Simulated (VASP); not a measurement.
Crystal: Y.

```
CELL_PARAMETERS angstrom
3.68085 0.00000 0.00000
-1.84042 3.18771 0.00000
0.00000 0.00000 5.72065
ATOMIC_POSITIONS crystal
Y 0.33333 0.66667 0.25000
Y 0.66667 0.33333 0.75000
```

Program: VASP 6.6.1. Alike in all runs: task single point; level r2SCAN; potentials or basis VASP PAW PBE potentials, release 64 (Y_sv); no spin polarisation; cell as given; cutoff (eV) 520; smearing fermi-dirac 0.1 eV. Hardware: 1 thread of AMD EPYC 9R45 96-Core Processor (Zen 5) (shared host).

**Question.** Order these runs on this cell by their wall time, lowest first.
A. k mesh 6 × 6 × 4
B. k mesh 2 × 2 × 1
C. k mesh 10 × 10 × 6

**Answer.** B (22 s), A (88 s), C (180 s).

Caveats: some runs use coarse meshes.
